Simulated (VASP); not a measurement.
# Si in VASP: notebook

The runs below take Si through single point, with LDA.

Program: VASP 6.6.1. These are calculated values, not measurements. Logs are shortened: lines on timing, memory, paths and dates and some standing lists are left out, and cuts for length are marked.

### Step 1. The cell of the first run

It takes space group Im-3m (No. 229, cubic). The conventional cell has a = 6.672 Å, b = 6.672 Å, c = 6.672 Å, α = 90.00°, β = 90.00°, γ = 90.00°. Si (site symmetry -4m2) has 4 Si at 2.36 Å within 3.1 Å.

### Step 2. Single point, LDA

Input file INCAR:

```
ALGO = Normal
EDIFF = 1E-6
ENCUT = 520
ISIF = 2
ISMEAR = -1
LASPH = True
LCHARG = False
LREAL = False
LWAVE = False
NBANDS = 21
NELM = 80
PREC = Accurate
SIGMA = 0.1
```

Input file KPOINTS:

```
k-points
0
Gamma
  5 5 5
```

Input file POSCAR:

```
Si
1.0
   -3.3360830000      3.3360830000      3.3360830000
    3.3360830000     -3.3360830000      3.3360830000
    3.3360830000      3.3360830000     -3.3360830000
Si
6
Direct
    0.7500000000      0.2500000000      0.5000000000
    0.7500000000      0.5000000000      0.2500000000
    0.5000000000      0.2500000000      0.7500000000
    0.2500000000      0.5000000000      0.7500000000
    0.2500000000      0.7500000000      0.5000000000
    0.5000000000      0.7500000000      0.2500000000
```

Potentials or basis: VASP PAW LDA potentials, release 64 (Si).

On the command line:

```sh
cat potpaw_LDA.64/Si/POTCAR > POTCAR
mpirun -np 1 vasp_std > vasp.out
```

OUTCAR:

```text
EDIFF = 1E-6
   ENCUT = 520
   ISIF = 2
   ISMEAR = -1
   LASPH = True
   LREAL = False
   NELM = 80
   PREC = Accurate

 ion  position               nearest neighbor table
   1  0.750  0.250  0.500-   2 2.36   3 2.36   4 2.36   6 2.36
   2  0.750  0.500  0.250-   1 2.36   5 2.36   6 2.36   3 2.36
   3  0.500  0.250  0.750-   1 2.36   2 2.36   4 2.36   5 2.36
   4  0.250  0.500  0.750-   3 2.36   5 2.36   6 2.36   1 2.36
   5  0.250  0.750  0.500-   3 2.36   4 2.36   6 2.36   2 2.36
   6  0.500  0.750  0.250-   1 2.36   2 2.36   5 2.36   4 2.36

  LATTYP: Found a body centered cubic cell.
 ALAT       =     6.6721660000

  Lattice vectors:

 A1 = (  -3.3360830000,   3.3360830000,   3.3360830000)
 A2 = (   3.3360830000,  -3.3360830000,   3.3360830000)
 A3 = (   3.3360830000,   3.3360830000,  -3.3360830000)

Analysis of symmetry for initial positions (statically):
=====================================================================
 Subroutine PRICEL returns:
 Original cell was already a primitive cell.

 Routine SETGRP: Setting up the symmetry group for a
 body centered cubic supercell.

 Subroutine GETGRP returns: Found 48 space group operations
 (whereof 48 operations were pure point group operations)
 out of a pool of 48 trial point group operations.

The static configuration has the point symmetry O_h .

Analysis of symmetry for dynamics (positions and initial velocities):
=====================================================================
 Subroutine PRICEL returns:
 Original cell was already a primitive cell.

 Routine SETGRP: Setting up the symmetry group for a
 body centered cubic supercell.

 Subroutine GETGRP returns: Found 48 space group operations
 (whereof 48 operations were pure point group operations)
 out of a pool of 48 trial point group operations.

The dynamic configuration has the point symmetry O_h .

 Subroutine INISYM returns: Found 48 space group operations
 (whereof 48 operations are pure point group operations),
 and found     1 'primitive' translations

----------------------------------------------------------------------------------------

                                     Primitive cell

  volume of cell :     148.5151

  direct lattice vectors                    reciprocal lattice vectors
    -3.336083000  3.336083000  3.336083000     0.000000000  0.149876367  0.149876367
     3.336083000 -3.336083000  3.336083000     0.149876367  0.000000000  0.149876367
     3.336083000  3.336083000 -3.336083000     0.149876367  0.149876367  0.000000000

  length of vectors
     5.778265254  5.778265254  5.778265254     0.211957191  0.211957191  0.211957191

  position of ions in fractional coordinates (direct lattice)
     0.750000000  0.250000000  0.500000000
     0.750000000  0.500000000  0.250000000
     0.500000000  0.250000000  0.750000000
     0.250000000  0.500000000  0.750000000
     0.250000000  0.750000000  0.500000000
     0.500000000  0.750000000  0.250000000

  ion indices of the primitive-cell ions
   primitive index   ion index
                 1           1
                 2           2
                 3           3
                 4           4
                 5           5
                 6           6

----------------------------------------------------------------------------------------

 KPOINTS: k-points

Automatic generation of k-mesh.
 Grid dimensions read from file:
 generate k-points for:    5    5    5

 Generating k-lattice:

  Cartesian coordinates                     Fractional coordinates (reciprocal lattice)
     0.000000000  0.029975273  0.029975273     0.200000000  0.000000000  0.000000000
     0.029975273  0.000000000  0.029975273     0.000000000  0.200000000  0.000000000
     0.029975273  0.029975273  0.000000000     0.000000000  0.000000000  0.200000000

  Length of vectors
     0.042391438  0.042391438  0.042391438

  Shift w.r.t. Gamma in fractional coordinates (k-lattice)
     0.000000000  0.000000000  0.000000000

 Subroutine IBZKPT returns following result:
 ===========================================

 Found     10 irreducible k-points:

 Following reciprocal coordinates:
            Coordinates               Weight
  0.000000  0.000000  0.000000      1.000000
  0.200000  0.000000  0.000000     12.000000
  0.400000  0.000000  0.000000     12.000000
  0.200000  0.200000  0.000000     24.000000
  0.400000  0.200000  0.000000     24.000000
  0.200000  0.200000  0.200000      8.000000
 -0.200000  0.200000  0.200000      6.000000
 -0.400000  0.400000  0.200000     24.000000
 -0.400000 -0.400000  0.200000      8.000000
 -0.400000  0.400000  0.400000      6.000000
   k-points           NKPTS =     10   k-points in BZ     NKDIM =     10   number of bands    NBANDS=     21
   number of dos      NEDOS =    301   number of ions     NIONS =      6
   total plane-waves  NPLWV = 110592
   dimension x,y,z NGX =    48 NGY =   48 NGZ =   48
   dimension x,y,z NGXF=    96 NGYF=   96 NGZF=   96
   ions per type =               6
   NGX,Y,Z   is equivalent  to a cutoff of  13.81, 13.81, 13.81 a.u.
   NGXF,Y,Z  is equivalent  to a cutoff of  27.62, 27.62, 27.62 a.u.
 SYSTEM =  unknown system
   PREC   = accura    normal or accurate (medium, high low for compatibility)
   ISTART =      0    job   : 0-new  1-cont  2-samecut
   ICHARG =      2    charge: 1-file 2-atom 10-const
   ISPIN  =      1    spin polarized calculation?
   LNONCOLLINEAR =      F non collinear calculations
   LSORBIT =      F    spin-orbit coupling
   LASPH  =      T    aspherical Exc in radial PAW
   ENCUT  =  520.0 eV  38.22 Ry    6.18 a.u.  10.74 10.74 10.74*2*pi/ulx,y,z
   NELM   =     80;   NELMIN=  2; NELMDL= -5     # of ELM steps
   EDIFF  = 0.1E-05   stopping-criterion for ELM
   LREAL  =      F    real-space projection
   EDIFFG = 0.1E-04   stopping-criterion for IOM
   NSW    =      0    number of steps for IOM
   IBRION =     -1    ionic relax: 0-MD 1-quasi-New 2-CG
   NFREE  =      0    steps in history (QN), initial steepest desc. (CG)
   ISIF   =      2    stress and relaxation
   ISYM   =      2    0-nonsym 1-usesym 2-fastsym
   POTIM  = 0.5000    time-step for ionic-motion
   TEBEG  =    0.0;   TEEND  =   0.0 temperature during run
   PSTRESS=    0.0 pullay stress
   NELECT =      24.0000    total number of electrons
   NUPDOWN=      -1.0000    fix difference up-down
   EMIN   =  10.00;   EMAX   =-10.00  energy-range for DOS
   EFERMI =   0.00;   METHOD = LEGACY
   ISMEAR =    -1;   SIGMA  =   0.10  broadening in eV -4-tet -1-fermi 0-gaus
   EFERMI_NEDOS =   21; number of points for ismear=-14 and -15
   IALGO  =     38    algorithm
   IMIX   =      4    mixing-type and parameters
     AMIX     =   0.40;   BMIX     =  1.00
     AMIX_MAG =   1.60;   BMIX_MAG =  1.00
  volume/ion in A,a.u.               =      24.75       167.04
  Fermi-wavevector in a.u.,A,eV,Ry     =   0.891706  1.685080 10.818533  0.795140
  Thomas-Fermi vector in A             =   2.013561
   LORBIT       =      0    0 simple, 1 ext, 2 COOP (PROOUT), +10 PAW based schemes
   GGA     = CA    functional components
   LHFCALC =     F    Hartree Fock is set to
   AEXX    =    0.0000 exact exchange contribution
   IVDW    =     0    specifies the selected vdW correction
   LEPSILON=     F    determine dielectric tensor
   LRPA    =     F    only Hartree local field effects (RPA)
 non-spin polarized calculation
  energy-cutoff  :      520.00
  volume of cell :      148.52
 maximum number of plane-waves:      4028
 NGX is ok and might be reduce to    48
   NGX = 21   NGY = 21   NGZ = 21

 number of electron      23.9999998 magnetization

 Free energy of the ion-electron system (eV)
  ---------------------------------------------------
  ext. energy  EPLUGINS =         0.00000000
  ---------------------------------------------------
  free energy    TOTEN  =       -34.16069406 eV

  energy without entropy =      -34.13406816  energy(sigma->0) =      -34.14738111

 E-fermi :   3.9203     XC(G=0):  -8.4411

 val. band max:        3.8022884145   @ k =  -0.4000   0.4000   0.4000
 cond. band min:       4.0295537061   @ k =  -0.4000   0.4000   0.4000
 fundamental gap:      0.2272652915
 Fermi energy:         3.9202609109

 k-point     1 :       0.0000    0.0000    0.0000
  band No.  band energies     occupation
      1      -7.8590      2.00000
      2      -3.3257      2.00000
      3      -3.3257      2.00000
      4      -3.1965      2.00000
      5      -3.1965      2.00000
      6      -3.1965      2.00000
[... 13 lines left out ...]
     20      10.6240      0.00000
     21      10.6240      0.00000

 k-point     2 :       0.2000    0.0000    0.0000
  band No.  band energies     occupation
      1      -7.6609      2.00000
      2      -4.6959      2.00000
      3      -3.9752      2.00000
      4      -3.3104      2.00000
      5      -2.2835      2.00000
      6      -1.8228      2.00000
[... 13 lines left out ...]
     20       9.4654      0.00000
     21       9.5046      0.00000

 k-point     3 :       0.4000    0.0000    0.0000
  band No.  band energies     occupation
      1      -7.1200      2.00000
      2      -5.8969      2.00000
      3      -4.3460      2.00000
      4      -3.4717      2.00000
      5      -1.2663      2.00000
      6      -0.6275      2.00000
[... 13 lines left out ...]
     20       8.2570      0.00000
     21       9.3629      0.00000

 k-point     4 :       0.2000    0.2000    0.0000
  band No.  band energies     occupation
      1      -7.2807      2.00000
      2      -5.5007      2.00000
      3      -4.6930      2.00000
      4      -2.8367      2.00000
      5      -2.0766      2.00000
      6      -0.6024      2.00000
[... 13 lines left out ...]
     20       9.1287      0.00000
     21       9.3768      0.00000

 k-point     5 :       0.4000    0.2000    0.0000
  band No.  band energies     occupation
      1      -6.7535      2.00000
      2      -6.2332      2.00000
      3      -4.9765      2.00000
      4      -2.7257      2.00000
      5      -1.6609      2.00000
      6      -0.3745      2.00000
[... 13 lines left out ...]
     20       8.9404      0.00000
     21       9.0765      0.00000

 k-point     6 :       0.2000    0.2000    0.2000
  band No.  band energies     occupation
      1      -6.7307      2.00000
      2      -5.8079      2.00000
      3      -5.8079      2.00000
      4      -1.7583      2.00000
      5      -0.8760      2.00000
      6      -0.8760      2.00000
[... 13 lines left out ...]
     20       8.4380      0.00000
     21       8.4594      0.00000

 k-point     7 :      -0.2000    0.2000    0.2000
  band No.  band energies     occupation
      1      -7.4717      2.00000
      2      -5.2166      2.00000
      3      -3.4352      2.00000
      4      -3.4352      2.00000
      5      -3.3970      2.00000
      6      -0.4296      2.00000
[... 13 lines left out ...]
     20       9.1473      0.00000
     21       9.6329      0.00000

 k-point     8 :      -0.4000    0.4000    0.2000
  band No.  band energies     occupation
      1      -6.9583      2.00000
      2      -5.9979      2.00000
      3      -4.1495      2.00000
      4      -3.6093      2.00000
      5      -2.6619      2.00000
      6      -0.4986      2.00000
[... 13 lines left out ...]
     20       8.5939      0.00000
     21       8.7431      0.00000

 k-point     9 :      -0.4000   -0.4000    0.2000
  band No.  band energies     occupation
      1      -6.4610      2.00000
      2      -6.4610      2.00000
      3      -4.4500      2.00000
      4      -3.1353      2.00000
      5      -3.1353      2.00000
      6      -1.0142      2.00000
[... 13 lines left out ...]
     20       8.5422      0.00000
     21       8.5438      0.00000

 k-point    10 :      -0.4000    0.4000    0.4000
  band No.  band energies     occupation
      1      -6.5675      2.00000
      2      -6.2094      2.00000
      3      -3.7977      2.00000
      4      -3.7977      2.00000
      5      -3.7198      2.00000
      6      -1.3979      2.00000
[... 13 lines left out ...]
     20       8.3025      0.00000
     21       8.3025      0.00000

------------------------ aborting loop because EDIFF is reached ----------------------------------------

  FORCE on cell =-STRESS in cart. coord.  units (eV):
  Direction    XX          YY          ZZ          XY          YZ          ZX
  --------------------------------------------------------------------------------------
  -------------------------------------------------------------------------------------
  Total       -0.6212117     -0.6212117     -0.6212117     -0.0000000      0.0000000     -0.0000000
  in kB       -6.7016183     -6.7016183     -6.7016183     -0.0000000      0.0000000     -0.0000000
  external PRESSURE =      -6.7016183 kB  Pullay stress =       0.0000000 kB

 VOLUME and BASIS-vectors are now :
 -----------------------------------------------------------------------------
  energy-cutoff  :      520.00
  volume of cell :      148.52
      direct lattice vectors                 reciprocal lattice vectors
    -3.336083000  3.336083000  3.336083000     0.000000000  0.149876367  0.149876367
     3.336083000 -3.336083000  3.336083000     0.149876367  0.000000000  0.149876367
     3.336083000  3.336083000 -3.336083000     0.149876367  0.149876367  0.000000000

 POSITION                                       TOTAL-FORCE (eV/Angst)
 -----------------------------------------------------------------------------------
      0.00000      3.33608      1.66804        -0.000000     -0.000000     -0.000000
      0.00000      1.66804      3.33608         0.000000     -0.000000      0.000000
      1.66804      3.33608      0.00000        -0.000000     -0.000000      0.000000
      3.33608      1.66804      0.00000         0.000000     -0.000000     -0.000000
      3.33608      0.00000      1.66804         0.000000      0.000000     -0.000000
      1.66804      0.00000      3.33608        -0.000000      0.000000     -0.000000
 -----------------------------------------------------------------------------------
    total drift:                               -0.000000     -0.000000      0.000000

  FREE ENERGIE OF THE ION-ELECTRON SYSTEM (eV)
  ---------------------------------------------------
  free  energy   TOTEN  =       -34.1606940612 eV

  energy  without entropy=      -34.1340681576  energy(sigma->0) =      -34.14738111
```

It took 35 s on 1 thread of Intel Xeon Platinum 8259CL at 2.50GHz (Skylake/Cascade Lake), shared host; peak memory 0.23 GiB.

What came out:

- Free energy: -34.1607 eV
- Pressure: -0.7 GPa
- Band gap on the k mesh: 0.23 eV, direct

Levels at points of the mesh, in eV from the valence-band top:
```csv
k point,band 9,band 10,band 11,band 12,band 13,band 14,band 15,band 16
"(0.00, 0.00, 0.00)",-2.77,-1.99,-1.99,-1.99,2.06,2.06,2.06,2.46
```

### Step 3. Single point, LDA

Input file INCAR:

```
SYSTEM = Si
PREC = Accurate
ENCUT = 520
EDIFF = 1E-6
ISMEAR = -1
SIGMA = 0.1
LREAL = .False.
LASPH = .True.
NELM = 80
ALGO = Normal
ISIF = 2
LWAVE = .False.
LCHARG = .True.
LELF = .True.
LVHAR = .True.
NBANDS = 21
```

Input file KPOINTS:

```
Automatic mesh
0
Gamma
  5 5 5
  0 0 0
```

Changes to POSCAR since step 2:

```diff
@@ -9,3 +9,3 @@
     0.7500000000      0.2500000000      0.5000000000
-    0.7500000000      0.5000000000      0.2500000000
+    0.7500000000      0.4970024727      0.2470024727
     0.5000000000      0.2500000000      0.7500000000
```

Potentials or basis: VASP PAW LDA potentials, release 64 (Si).

On the command line:

```sh
cat potpaw_LDA.64/Si/POTCAR > POTCAR
mpirun -np 1 vasp_std > vasp.out
```

Wall time 2.2 min (1 thread of Intel Xeon Platinum 8259CL at 2.50GHz (Skylake/Cascade Lake), shared host); peak memory 0.28 GiB.

The run converged. Its results:

```
Free energy            : -34.1588 eV
Pressure               : -0.7 GPa
Largest force          : 0.193 eV/Å
Band gap on the k mesh : 0.20 eV, direct
```

Forces in eV/Å, atoms in the order of the input:
```
Si  -0.033 -0.001  0.001
Si   0.193  0.007  0.000
Si  -0.073 -0.089  0.000
Si   0.015  0.000  0.000
Si  -0.033 -0.001 -0.001
Si  -0.069  0.083  0.000
```

Stress tensor (GPa, compression positive):
```
-0.67  0.24  0.00
 0.24 -0.67  0.00
 0.00  0.00 -0.67
```

Levels at points of the mesh, in eV from the valence-band top:
```
           k point  band 8  band 9  band 10  band 11  band 12  band 13  band 14  band 15  band 16  band 17
(0.00, 0.00, 0.00)   -2.80   -2.78    -2.03    -2.02    -2.01     2.00     2.04     2.07     2.43     2.89
```
